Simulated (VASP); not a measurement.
# Er3Se (Pm-3n) in VASP: a series of runs, part 2 of 2

VASP 6.6.1.

## 3. Relaxation of cell and atoms, PBE

INCAR reads:

```
PREC     = Accurate       # precision mode
ENCUT    = 500            # plane-wave cutoff, eV
EDIFF    = 1E-7           # SCF threshold, eV
ISMEAR   = 0              # smearing method
SIGMA    = 0.1            # smearing width, eV
LREAL    = False          # projectors in reciprocal space
LASPH    = True           # aspherical terms in the spheres
NELM     = 200            # most SCF steps
ALGO     = Normal         # electronic algorithm
ISIF     = 3              # what is computed and relaxed
LWAVE    = False          # write WAVECAR
LCHARG   = False          # write CHGCAR
GGA      = PE             # functional
IBRION   = 2              # ionic algorithm
NSW      = 100            # ionic steps
EDIFFG   = -0.01          # ionic threshold
GGA_COMPAT= False        
NELMIN   = 4            
LMAXMIX  = 6              # l up to which the mixer works
```

KPOINTS reads:

```
regular mesh
0
Gamma
  6 6 6
```

POSCAR reads:

```
Er3Se
1.0
    5.9563395885      0.0000000000      0.0000000000
    0.0000000000      5.9563395885      0.0000000000
    0.0000000000      0.0000000000      5.9563395885
Er Se
6 2
Direct
    0.2500000000      0.0000000000      0.5000000000
    0.5000000000      0.7500000000      0.0000000000
    0.7500000000      0.0000000000      0.5000000000
    0.5000000000      0.2500000000      0.0000000000
    0.0000000000      0.5000000000      0.7500000000
    0.0000000000      0.5000000000      0.2500000000
    0.0000000000      0.0000000000      0.0000000000
    0.5000000000      0.5000000000      0.5000000000
```

Potentials or basis: VASP PAW PBE potentials, release 64 (Er_3, Se), 4f in core.

Command:

```bash
$ cat potpaw_PBE.64/Er_3/POTCAR potpaw_PBE.64/Se/POTCAR > POTCAR
$ mpirun -np 1 vasp_std > vasp.out
```

OUTCAR:

```text
PREC = Accurate
   ENCUT = 500
   EDIFF = 1E-7
   ISMEAR = 0
   LREAL = False
   LASPH = True
   NELM = 200
   ISIF = 3
   GGA = PE
   IBRION = 2
   NSW = 100
   EDIFFG = -0.01
   NELMIN = 4

 ion  position               nearest neighbor table
   1  0.250  0.000  0.500-   3 2.98   3 2.98   4 3.65   5 3.65   6 3.65   2 3.65   4 3.65   5 3.65
                             6 3.65   2 3.65
   2  0.500  0.750  0.000-   4 2.98   4 2.98   1 3.65   5 3.65   6 3.65   1 3.65   3 3.65   3 3.65
                             5 3.65   6 3.65
   3  0.750  0.000  0.500-   1 2.98   1 2.98   4 3.65   5 3.65   6 3.65   2 3.65   4 3.65   5 3.65
                             6 3.65   2 3.65
   4  0.500  0.250  0.000-   2 2.98   2 2.98   3 3.65   5 3.65   6 3.65   1 3.65   3 3.65   1 3.65
                             5 3.65   6 3.65
   5  0.000  0.500  0.750-   6 2.98   6 2.98   3 3.65   4 3.65   1 3.65   2 3.65   1 3.65   3 3.65
                             2 3.65   4 3.65
   6  0.000  0.500  0.250-   5 2.98   5 2.98   3 3.65   4 3.65   1 3.65   2 3.65   1 3.65   3 3.65
                             2 3.65   4 3.65
   7  0.000  0.000  0.000-
   8  0.500  0.500  0.500-

  LATTYP: Found a simple cubic cell.
 ALAT       =     5.9563395885

  Lattice vectors:

 A1 = (   5.9563395885,   0.0000000000,   0.0000000000)
[... 177 lines left out ...]

--------------------------------------- Ionic step        1  -------------------------------------------

 number of electron      65.9999996 magnetization

 Free energy of the ion-electron system (eV)
  ---------------------------------------------------
  ext. energy  EPLUGINS =         0.00000000
  ---------------------------------------------------
  free energy    TOTEN  =       -36.95548459 eV

  energy without entropy =      -36.92305392  energy(sigma->0) =      -36.93926926

------------------------ aborting loop because EDIFF is reached ----------------------------------------

  FORCE on cell =-STRESS in cart. coord.  units (eV):
  Direction    XX          YY          ZZ          XY          YZ          ZX
  --------------------------------------------------------------------------------------
  -------------------------------------------------------------------------------------
  Total        0.9319879      0.9319879      0.9319879     -0.0000000      0.0000000      0.0000000
  in kB        7.0661441      7.0661441      7.0661441     -0.0000000      0.0000000      0.0000000
  external PRESSURE =       7.0661441 kB  Pullay stress =       0.0000000 kB
[... 71 lines left out ...]
--------------------------------------- Ionic step        3  -------------------------------------------

 number of electron      65.9999989 magnetization

 Free energy of the ion-electron system (eV)
  ---------------------------------------------------
  ext. energy  EPLUGINS =         0.00000000
  ---------------------------------------------------
  free energy    TOTEN  =       -36.96205609 eV

  energy without entropy =      -36.92978794  energy(sigma->0) =      -36.94592202

 E-fermi :   4.0951     XC(G=0): -10.1356

 val. band max:        4.0837755518   @ k =   0.1667   0.1667   0.1667
 cond. band min:       4.0995797826   @ k =   0.5000   0.3333   0.1667
 fundamental gap:      0.0158042309
 Fermi energy:         4.0951342041

 k-point     1 :       0.0000    0.0000    0.0000
  band No.  band energies     occupation
      1     -21.4922      2.00000
      2     -21.4922      2.00000
      3     -21.3897      2.00000
      4     -21.0070      2.00000
      5     -21.0070      2.00000
      6     -21.0070      2.00000
[... 864 lines left out ...]
  FREE ENERGIE OF THE ION-ELECTRON SYSTEM (eV)
  ---------------------------------------------------
  free  energy   TOTEN  =       -36.9620560948 eV

  energy  without entropy=      -36.9297879360  energy(sigma->0) =      -36.94592202

 reached required accuracy - stopping structural energy minimisation
```

OSZICAR:

```text
N       E                     dE             d eps       ncg     rms          rms(c)
DAV:   1     0.628747407911E+03    0.62875E+03   -0.25980E+04  2469   0.163E+03
DAV:   2     0.559586771785E+02   -0.57279E+03   -0.56249E+03  2500   0.118E+03
DAV:   3    -0.233651536393E+02   -0.79324E+02   -0.75464E+02  2964   0.370E+02
[... 31 lines left out ...]
DAV:   4    -0.369620511333E+02    0.28060E-04   -0.14619E-04  2595   0.161E-01    0.236E-02
DAV:   5    -0.369620544960E+02   -0.33627E-05   -0.14812E-05  2649   0.487E-02    0.122E-02
DAV:   6    -0.369620563936E+02   -0.18976E-05   -0.33730E-06  2480   0.247E-02    0.249E-03
DAV:   7    -0.369620561548E+02    0.23881E-06   -0.13200E-07  1225   0.713E-03    0.567E-04
DAV:   8    -0.369620560948E+02    0.59976E-07   -0.64176E-08  1158   0.474E-03
   3 F= -.36962056E+02 E0= -.36945922E+02  d E =-.657150E-02
```

Run time: 9.7 min. Hardware: 1 thread of Intel Xeon Platinum 8375C at 2.90GHz (Ice Lake), shared host; peak memory 0.42 GiB.

What came out:

```yaml
Free_energy: -36.9621 eV
Relaxed_volume: 26.79 Å³/atom
Relaxed_cell: a = 5.985 Å, b = 5.985 Å, c = 5.985 Å, α = 90.00°, β = 90.00°, γ = 90.00°
Space_group_after_relaxing_to_0.1_Å: Pm-3n (No. 223)
Energy_gained_by_relaxing: 0.8 meV/atom
Ionic_steps: 3
Pressure_after_relaxing: 0.0 GPa
Band_gap_on_the_k_mesh: zero (bands 33 and 34 overlap by 1.21 eV)
```

Step by step:
| step | energy change (eV) | largest force (eV/Å) | pressure (GPa) | volume (Å³) |
| --- | --- | --- | --- | --- |
| 1 | 0.0000 | 0.0000 | 0.71 | 211.32 |
| 2 | -0.0063 | 0.0000 | -0.13 | 214.90 |
| 3 | -0.0066 | 0.0000 | 0.00 | 214.34 |

Final structure:
```cif
data_structure
_symmetry_space_group_name_H-M 'P 1'
_symmetry_Int_Tables_number 1
_cell_length_a 5.9845
_cell_length_b 5.9845
_cell_length_c 5.9845
_cell_angle_alpha 90.000
_cell_angle_beta 90.000
_cell_angle_gamma 90.000
_cell_volume 214.34
loop_
_atom_site_label
_atom_site_type_symbol
_atom_site_fract_x
_atom_site_fract_y
_atom_site_fract_z
_atom_site_occupancy
Er1 Er 0.25000 0.00000 0.50000 1
Er2 Er 0.50000 0.75000 0.00000 1
Er3 Er 0.75000 0.00000 0.50000 1
Er4 Er 0.50000 0.25000 0.00000 1
Er5 Er 0.00000 0.50000 0.75000 1
Er6 Er 0.00000 0.50000 0.25000 1
Se1 Se 0.00000 0.00000 0.00000 1
Se2 Se 0.50000 0.50000 0.50000 1
```

Levels at points of the mesh, in eV from the Fermi level:
```tsv
k point	band 29	band 30	band 31	band 32	band 33	band 34	band 35	band 36	band 37	band 38
(0.00, 0.00, 0.00)	-2.08	-0.97	-0.97	-0.97	0.01	0.11	0.32	0.32	0.32	1.10
(0.50, 0.00, 0.00)	-0.95	-0.95	-0.77	-0.77	-0.19	-0.19	0.07	0.07	0.28	0.28
(0.50, 0.50, 0.00)	-1.37	-0.80	-0.56	0.07	0.12	0.68	0.68	0.81	1.14	1.14
(0.50, 0.50, 0.50)	-0.90	-0.90	-0.90	-0.90	1.02	1.02	1.02	1.02	1.03	1.03
```

Caveat: spin-orbit coupling is left out, which moves the levels of the heavy elements; the 4f electrons are frozen in the core, so they carry no moment and show no levels; the run has no spin polarisation, though such a crystal can be magnetic. With open d or f shells a metallic result of PBE can be an artefact of self-interaction; +U or a hybrid may open a gap.

The gap in the log of VASP goes by the Fermi energy; the results here count the filled bands.